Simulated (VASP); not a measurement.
# Ti (Pm-3m) in VASP: a series of runs

Ti is run at these levels: r2SCAN; tasks: single point.

Everything below comes from runs of VASP 6.6.1. Logs are shortened: lines on timing, memory, paths and dates and some standing lists are left out, and cuts for length are marked.

**1. The cell of the first run**

It takes space group Pm-3m (No. 221, cubic). The conventional cell has a = 2.596 Å, b = 2.596 Å, c = 2.596 Å, α = 90.00°, β = 90.00°, γ = 90.00°. Ti (site symmetry m-3m) has 6 Ti at 2.60 Å within 3.4 Å.

**2. Single point, r2SCAN (volume scaled by 0.96)**

Contents of POSCAR:

```
Ti
1.0
    2.5957627921      0.0000000000      0.0000000000
    0.0000000000      2.5957627921      0.0000000000
    0.0000000000      0.0000000000      2.5957627921
Ti
1
Direct
    0.0000000000      0.0000000000      0.0000000000
```

Contents of INCAR.step1:

```
PREC = Accurate
ENCUT = 520
ISMEAR = -1
SIGMA = 0.1
LREAL = F
LASPH = T
NELM = 80
NBANDS = 12
GGA = PE
ALGO = Normal
EDIFF = 1E-4
LWAVE = T
LCHARG = F
```

Contents of INCAR.step2:

```
PREC = Accurate
ENCUT = 520
EDIFF = 1E-6
ISMEAR = -1
SIGMA = 0.1
LREAL = F
LASPH = T
NELM = 80
ALGO = Normal
ISIF = 2
LWAVE = F
LCHARG = T
METAGGA = R2SCAN
LMIXTAU = T
LELF = T
LVHAR = T
NBANDS = 12
ISTART = 1
```

Contents of KPOINTS:

```
regular mesh
0
Gamma
  13 13 13
```

Potentials or basis: VASP PAW PBE potentials, release 64 (Ti_sv).

Started as:

```
$ cat potpaw_PBE.64/Ti_sv/POTCAR > POTCAR
$ cp INCAR.step1 INCAR
$ mpirun -np 1 vasp_std > vasp.out
$ cp INCAR.step2 INCAR
$ mpirun -np 1 vasp_std > vasp.out
```

OUTCAR:

```text
PREC = Accurate
   ENCUT = 520
   EDIFF = 1E-6
   ISMEAR = -1
   LREAL = F
   LASPH = T
   NELM = 80
   ISIF = 2
   METAGGA = R2SCAN
   ISTART = 1

 ion  position               nearest neighbor table
   1  0.000  0.000  0.000-

  LATTYP: Found a simple cubic cell.
 ALAT       =     2.5957627921

  Lattice vectors:

 A1 = (   2.5957627921,   0.0000000000,   0.0000000000)
 A2 = (   0.0000000000,   2.5957627921,   0.0000000000)
 A3 = (   0.0000000000,   0.0000000000,   2.5957627921)

Analysis of symmetry for initial positions (statically):
=====================================================================
 Subroutine PRICEL returns:
 Original cell was already a primitive cell.

 Routine SETGRP: Setting up the symmetry group for a
 simple cubic supercell.

 Subroutine GETGRP returns: Found 48 space group operations
 (whereof 48 operations were pure point group operations)
 out of a pool of 48 trial point group operations.

The static configuration has the point symmetry O_h .

Analysis of symmetry for dynamics (positions and initial velocities):
=====================================================================
 Subroutine PRICEL returns:
 Original cell was already a primitive cell.

 Routine SETGRP: Setting up the symmetry group for a
 simple cubic supercell.

 Subroutine GETGRP returns: Found 48 space group operations
 (whereof 48 operations were pure point group operations)
 out of a pool of 48 trial point group operations.

The dynamic configuration has the point symmetry O_h .

 Subroutine INISYM returns: Found 48 space group operations
 (whereof 48 operations are pure point group operations),
 and found     1 'primitive' translations

----------------------------------------------------------------------------------------

                                     Primitive cell

  volume of cell :      17.4902

  direct lattice vectors                    reciprocal lattice vectors
     2.595762792  0.000000000  0.000000000     0.385243214  0.000000000  0.000000000
     0.000000000  2.595762792  0.000000000     0.000000000  0.385243214  0.000000000
     0.000000000  0.000000000  2.595762792     0.000000000  0.000000000  0.385243214

  length of vectors
     2.595762792  2.595762792  2.595762792     0.385243214  0.385243214  0.385243214

  position of ions in fractional coordinates (direct lattice)
     0.000000000  0.000000000  0.000000000
[... 81 lines left out ...]
   NFREE  =      0    steps in history (QN), initial steepest desc. (CG)
   ISIF   =      2    stress and relaxation
   ISYM   =      2    0-nonsym 1-usesym 2-fastsym
   POTIM  = 0.5000    time-step for ionic-motion
   TEBEG  =    0.0;   TEEND  =   0.0 temperature during run
   PSTRESS=    0.0 pullay stress
   NELECT =      12.0000    total number of electrons
   NUPDOWN=      -1.0000    fix difference up-down
   EMIN   =  10.00;   EMAX   =-10.00  energy-range for DOS
   EFERMI =   0.00;   METHOD = LEGACY
   ISMEAR =    -1;   SIGMA  =   0.10  broadening in eV -4-tet -1-fermi 0-gaus
   EFERMI_NEDOS =   21; number of points for ismear=-14 and -15
   IALGO  =     38    algorithm
   IMIX   =      4    mixing-type and parameters
     AMIX     =   0.40;   BMIX     =  1.00
     AMIX_MAG =   1.60;   BMIX_MAG =  1.00
  volume/ion in A,a.u.               =      17.49       118.03
  Fermi-wavevector in a.u.,A,eV,Ry     =   1.443899  2.728574 28.366041  2.084845
  Thomas-Fermi vector in A             =   2.562255
   LORBIT       =      0    0 simple, 1 ext, 2 COOP (PROOUT), +10 PAW based schemes
   METAGGA = R2SCAN    functional components
   LHFCALC =     F    Hartree Fock is set to
   AEXX    =    0.0000 exact exchange contribution
   IVDW    =     0    specifies the selected vdW correction
   LEPSILON=     F    determine dielectric tensor
   LRPA    =     F    only Hartree local field effects (RPA)
 non-spin polarized calculation
  energy-cutoff  :      520.00
  volume of cell :       17.49
 maximum number of plane-waves:       480
 NGX is ok and might be reduce to    20
   NGX =  9   NGY =  9   NGZ =  9

 number of electron      11.9999999 magnetization

 Free energy of the ion-electron system (eV)
  ---------------------------------------------------
  ext. energy  EPLUGINS =         0.00000000
  ---------------------------------------------------
  free energy    TOTEN  =       -12.05771210 eV

  energy without entropy =      -11.99285298  energy(sigma->0) =      -12.02528254

 E-fermi :   8.1252     XC(G=0): -12.2408

 val. band max:        8.0917379754   @ k =   0.2308   0.1538   0.1538
 cond. band min:       8.1296453471   @ k =   0.3846   0.3077   0.3077
 fundamental gap:      0.0379073717
 Fermi energy:         8.1251965391

 k-point     1 :       0.0000    0.0000    0.0000
  band No.  band energies     occupation
      1     -50.7070      2.00000
      2     -25.3707      2.00000
      3     -25.3707      2.00000
      4     -25.3707      2.00000
      5       1.9391      2.00000
      6       6.6250      2.00000
      7       6.6250      2.00000
      8      12.5932      0.00000
      9      12.5932      0.00000
     10      12.5932      0.00000
     11      25.2638      0.00000
     12      25.2638      0.00000
[... 331 lines left out ...]
 k-point    24 :       0.3846    0.3077    0.0000
  band No.  band energies     occupation
      1     -50.4681      2.00000
      2     -26.1861      2.00000
      3     -25.9654      2.00000
      4     -25.2312      2.00000
      5       5.7078      2.00000
      6       7.5148      1.99554
      7      10.0766      0.00000
      8      11.0466      0.00000
      9      11.4797      0.00000
     10      11.4844      0.00000
     11      16.9745      0.00000
     12      21.6834      0.00000

 [... further k-points ...]

------------------------ aborting loop because EDIFF is reached ----------------------------------------

  FORCE on cell =-STRESS in cart. coord.  units (eV):
  Direction    XX          YY          ZZ          XY          YZ          ZX
  --------------------------------------------------------------------------------------
  -------------------------------------------------------------------------------------
  Total        0.3992748      0.3992748      0.3992748     -0.0000000     -0.0000000      0.0000000
  in kB       36.5752674     36.5752674     36.5752674     -0.0000000     -0.0000000      0.0000000
  external PRESSURE =      36.5752674 kB  Pullay stress =       0.0000000 kB

 VOLUME and BASIS-vectors are now :
 -----------------------------------------------------------------------------
  energy-cutoff  :      520.00
  volume of cell :       17.49
      direct lattice vectors                 reciprocal lattice vectors
     2.595762792  0.000000000  0.000000000     0.385243214  0.000000000  0.000000000
     0.000000000  2.595762792  0.000000000     0.000000000  0.385243214  0.000000000
     0.000000000  0.000000000  2.595762792     0.000000000  0.000000000  0.385243214

 POSITION                                       TOTAL-FORCE (eV/Angst)
 -----------------------------------------------------------------------------------
      0.00000      0.00000      0.00000         0.000000      0.000000      0.000000
 -----------------------------------------------------------------------------------
    total drift:                               -0.000000      0.000000     -0.000000

  FREE ENERGIE OF THE ION-ELECTRON SYSTEM (eV)
  ---------------------------------------------------
  free  energy   TOTEN  =       -12.0577120962 eV

  energy  without entropy=      -11.9928529816  energy(sigma->0) =      -12.02528254
```

OUTCAR.step1:

```text
PREC = Accurate
   ENCUT = 520
   ISMEAR = -1
   LREAL = F
   LASPH = T
   NELM = 80
[... 574 lines left out ...]

 POSITION                                       TOTAL-FORCE (eV/Angst)
 -----------------------------------------------------------------------------------
      0.00000      0.00000      0.00000         0.000000      0.000000      0.000000
 -----------------------------------------------------------------------------------
    total drift:                               -0.000000      0.000000     -0.000000

  FREE ENERGIE OF THE ION-ELECTRON SYSTEM (eV)
  ---------------------------------------------------
  free  energy   TOTEN  =        -7.0220840394 eV

  energy  without entropy=       -6.9510028902  energy(sigma->0) =       -6.98654346
```

OSZICAR.step1:

```text
N       E                     dE             d eps       ncg     rms          rms(c)
DAV:   1     0.893674764811E+02    0.89367E+02   -0.65277E+03  2024   0.121E+03
DAV:   2    -0.331261492609E+01   -0.92680E+02   -0.89833E+02  2072   0.298E+02
DAV:   3    -0.751406915956E+01   -0.42015E+01   -0.40980E+01  2684   0.652E+01
DAV:   4    -0.762543778812E+01   -0.11137E+00   -0.11105E+00  2296   0.921E+00
DAV:   5    -0.762864279765E+01   -0.32050E-02   -0.32042E-02  2496   0.135E+00    0.792E+00
DAV:   6    -0.699927983670E+01    0.62936E+00   -0.15722E+00  2148   0.170E+01    0.234E+00
DAV:   7    -0.700688680516E+01   -0.76070E-02   -0.58390E-02  2508   0.249E+00    0.131E+00
DAV:   8    -0.702195804298E+01   -0.15071E-01   -0.38036E-02  2208   0.208E+00    0.743E-02
DAV:   9    -0.702207719405E+01   -0.11915E-03   -0.29343E-03  2480   0.511E-01    0.950E-02
DAV:  10    -0.702208403944E+01   -0.68454E-05   -0.21230E-04  2136   0.148E-01
   1 F= -.70220840E+01 E0= -.69865435E+01  d E =-.710811E-01
```

Wall time 1.8 min (1 thread of AMD EPYC 7R43 (Zen 3), shared host); peak memory 0.1 GiB.

What came out:

```
Free energy            : -12.0577 eV
Pressure               : 3.7 GPa
Band gap on the k mesh : zero (band 6 reaches 8.89 eV, above the bottom of band 7 at 6.62 eV)
```

Levels at points of the mesh, in eV from the Fermi level:
| k point | band 3 | band 4 | band 5 | band 6 | band 7 | band 8 | band 9 | band 10 |
| --- | --- | --- | --- | --- | --- | --- | --- | --- |
| (0.00, 0.00, 0.00) | -33.50 | -33.50 | -6.19 | -1.50 | -1.50 | 4.47 | 4.47 | 4.47 |

Caveat: the cell differs from its parent crystal (volume scaled by 0.96); the PAW data sets were made with another functional, which shifts forces and pressure a little.

**3. Single point, r2SCAN**

This run uses another cell than the first one, of 18.22 Å³/atom, 1.042 times its volume.

Contents of POSCAR:

```
Ti
1.0
    2.6313256057      0.0000000000      0.0000000000
    0.0000000000      2.6313256057      0.0000000000
    0.0000000000      0.0000000000      2.6313256057
Ti
1
Direct
    0.0000000000      0.0000000000      0.0000000000
```

Contents of INCAR.step1:

```
PREC = Accurate ; ENCUT = 520
ISMEAR = -1 ; SIGMA = 0.1
LREAL = False ; LASPH = True
NELM = 100 ; NBANDS = 12
GGA = PE ; ALGO = Normal
EDIFF = 1E-4 ; LWAVE = True
LCHARG = False
```

Contents of INCAR.step2:

```
PREC = Accurate ; ENCUT = 520
EDIFF = 1E-7 ; ISMEAR = -1
SIGMA = 0.1 ; LREAL = False
LASPH = True ; NELM = 100
ALGO = Normal ; ISIF = 2
LWAVE = False ; LCHARG = True
METAGGA = R2SCAN ; LMIXTAU = True
LELF = True ; LVHAR = True
NBANDS = 12 ; ISTART = 1
```

Contents of KPOINTS:

```
Automatic mesh
0
Gamma
  12 12 12
```

Potentials or basis: VASP PAW PBE potentials, release 64 (Ti_sv).

Started as:

```
$ cat potpaw_PBE.64/Ti_sv/POTCAR > POTCAR
$ cp INCAR.step1 INCAR
$ mpirun -np 1 vasp_std > vasp.out
$ cp INCAR.step2 INCAR
$ mpirun -np 1 vasp_std > vasp.out
```

OUTCAR:

```text
PREC = Accurate
   ENCUT = 520
   EDIFF = 1E-7
   ISMEAR = -1
   LREAL = False
   LASPH = True
   NELM = 100
   ISIF = 2
   METAGGA = R2SCAN
   ISTART = 1

 ion  position               nearest neighbor table
   1  0.000  0.000  0.000-

  LATTYP: Found a simple cubic cell.
 ALAT       =     2.6313256057

  Lattice vectors:

 A1 = (   2.6313256057,   0.0000000000,   0.0000000000)
 A2 = (   0.0000000000,   2.6313256057,   0.0000000000)
 A3 = (   0.0000000000,   0.0000000000,   2.6313256057)

Analysis of symmetry for initial positions (statically):
=====================================================================
 Subroutine PRICEL returns:
 Original cell was already a primitive cell.

 Routine SETGRP: Setting up the symmetry group for a
 simple cubic supercell.

 Subroutine GETGRP returns: Found 48 space group operations
 (whereof 48 operations were pure point group operations)
 out of a pool of 48 trial point group operations.

The static configuration has the point symmetry O_h .

[... 166 lines left out ...]
  band No.  band energies     occupation
      1     -51.1809      2.00000
      2     -25.9053      2.00000
      3     -25.9053      2.00000
      4     -25.9053      2.00000
      5       1.5891      2.00000
      6       6.2780      2.00000
      7       6.2781      2.00000
      8      11.9841      0.00000
      9      11.9841      0.00000
     10      11.9841      0.00000
     11      24.3750      0.00000
     12      24.3750      0.00000
[... 331 lines left out ...]
 k-point    24 :       0.4167    0.3333    0.0000
  band No.  band energies     occupation
      1     -50.9571      2.00000
      2     -26.6725      2.00000
      3     -26.4911      2.00000
      4     -25.7719      2.00000
      5       5.3468      2.00000
      6       7.1858      1.98992
      7       9.9951      0.00000
      8      10.4687      0.00000
      9      10.8404      0.00000
     10      11.4393      0.00000
     11      15.5588      0.00000
     12      20.7335      0.00000

 [... further k-points ...]

------------------------ aborting loop because EDIFF is reached ----------------------------------------

  FORCE on cell =-STRESS in cart. coord.  units (eV):
  Direction    XX          YY          ZZ          XY          YZ          ZX
  --------------------------------------------------------------------------------------
  -------------------------------------------------------------------------------------
  Total        0.0416010      0.0416010      0.0416010      0.0000000      0.0000000     -0.0000000
  in kB        3.6583918      3.6583918      3.6583918      0.0000000      0.0000000     -0.0000000
  external PRESSURE =       3.6583918 kB  Pullay stress =       0.0000000 kB

 VOLUME and BASIS-vectors are now :
 -----------------------------------------------------------------------------
  energy-cutoff  :      520.00
  volume of cell :       18.22
      direct lattice vectors                 reciprocal lattice vectors
     2.631325606  0.000000000  0.000000000     0.380036586  0.000000000  0.000000000
     0.000000000  2.631325606  0.000000000     0.000000000  0.380036586  0.000000000
     0.000000000  0.000000000  2.631325606     0.000000000  0.000000000  0.380036586

 POSITION                                       TOTAL-FORCE (eV/Angst)
 -----------------------------------------------------------------------------------
      0.00000      0.00000      0.00000         0.000000      0.000000      0.000000
 -----------------------------------------------------------------------------------
    total drift:                               -0.000000     -0.000000     -0.000000

  FREE ENERGIE OF THE ION-ELECTRON SYSTEM (eV)
  ---------------------------------------------------
  free  energy   TOTEN  =       -12.0643274082 eV

  energy  without entropy=      -11.9967221955  energy(sigma->0) =      -12.03052480
```

OUTCAR.step1:

```text
PREC = Accurate
   ENCUT = 520
   ISMEAR = -1
   LREAL = False
   LASPH = True
   NELM = 100
[... 575 lines left out ...]
 POSITION                                       TOTAL-FORCE (eV/Angst)
 -----------------------------------------------------------------------------------
      0.00000      0.00000      0.00000         0.000000      0.000000      0.000000
 -----------------------------------------------------------------------------------
    total drift:                               -0.000000     -0.000000     -0.000000

  FREE ENERGIE OF THE ION-ELECTRON SYSTEM (eV)
  ---------------------------------------------------
  free  energy   TOTEN  =        -7.0316419474 eV

  energy  without entropy=       -6.9551883318  energy(sigma->0) =       -6.99341514
```

It took 1.9 min on 1 thread of AMD EPYC 7R43 (Zen 3), shared host; peak memory 0.1 GiB.

What came out:

* Free energy: -12.0643 eV
* Pressure: 0.4 GPa
* Band gap on the k mesh: zero (band 6 reaches 8.63 eV, above the bottom of band 7 at 6.28 eV)

Levels at points of the mesh, in eV from the Fermi level:
| k point | band 3 | band 4 | band 5 | band 6 | band 7 | band 8 | band 9 | band 10 |
| --- | --- | --- | --- | --- | --- | --- | --- | --- |
| (0.00, 0.00, 0.00) | -33.62 | -33.62 | -6.13 | -1.44 | -1.44 | 4.27 | 4.27 | 4.27 |
| (0.50, 0.00, 0.00) | -33.54 | -33.54 | -1.95 | -0.67 | -0.50 | 2.33 | 2.33 | 4.44 |
| (0.50, 0.50, 0.00) | -34.41 | -33.46 | -2.84 | -0.14 | 2.77 | 2.77 | 5.21 | 5.38 |
| (0.50, 0.50, 0.50) | -34.28 | -34.28 | -1.14 | -1.14 | -1.14 | 5.32 | 5.32 | 9.22 |

Caveat: the PAW data sets were made with another functional, which shifts forces and pressure a little.

**4. Single point, r2SCAN**

This run uses another cell than the first one, of 18.22 Å³/atom, 1.042 times its volume.

POSCAR is that of step 3.

Contents of INCAR.step1:

```
SYSTEM = Ti
ALGO = Normal
EDIFF = 1E-4
ENCUT = 520
GGA = PE
ISMEAR = -1
LASPH = .True.
LCHARG = .False.
LREAL = .False.
LWAVE = .True.
NBANDS = 12
NELM = 60
PREC = Accurate
SIGMA = 0.1
```

Contents of INCAR.step2:

```
SYSTEM = Ti
ALGO = Normal
EDIFF = 1E-6
ENCUT = 520
ISIF = 2
ISMEAR = -1
ISTART = 1
LASPH = .True.
LCHARG = .False.
LMIXTAU = .True.
LREAL = .False.
LWAVE = .False.
METAGGA = R2SCAN
NBANDS = 12
NELM = 60
PREC = Accurate
SIGMA = 0.1
```

Contents of KPOINTS:

```
k-points
0
Gamma
  13 13 13
  0 0 0
```

Started as:

```
$ cat potpaw_PBE.64/Ti_sv/POTCAR > POTCAR
$ cp INCAR.step1 INCAR
$ mpirun -np 1 vasp_std > vasp.out
$ cp INCAR.step2 INCAR
$ mpirun -np 1 vasp_std > vasp.out
```

Wall time 100 s (1 thread of AMD EPYC 7R43 (Zen 3), shared host); peak memory 0.1 GiB.

The run converged. Its results:

```yaml
Free_energy: -12.0665 eV
Pressure: 0.1 GPa
Band_gap_on_the_k_mesh: zero (band 6 reaches 8.40 eV, above the bottom of band 7 at 6.28 eV)
```

Levels at points of the mesh, in eV from the Fermi level:
```tsv
k point	band 3	band 4	band 5	band 6	band 7	band 8	band 9	band 10
(0.00, 0.00, 0.00)	-33.60	-33.60	-6.10	-1.41	-1.41	4.29	4.29	4.29
```

Caveat: the PAW data sets were made with another functional, which shifts forces and pressure a little.

**5. The runs side by side**

| cell | k mesh | gap on the mesh (eV) | pressure (GPa) |
| --- | --- | --- | --- |
| a = 2.596 Å, 1 atom | 13 × 13 × 13 | none | 3.7 |
| a = 2.631 Å, 1 atom | 12 × 12 × 12 | none | 0.4 |
| a = 2.631 Å, 1 atom | 13 × 13 × 13 | none | 0.1 |

Alike in all rows: task single point; level r2SCAN; potentials or basis VASP PAW PBE potentials, release 64 (Ti_sv); no spin polarisation; cutoff (eV) 520; smearing fermi-dirac 0.1 eV.

Caveats: the PAW data sets were made with another functional, which shifts forces and pressure a little.

Absolute energies hang on the potentials; compare differences alone.
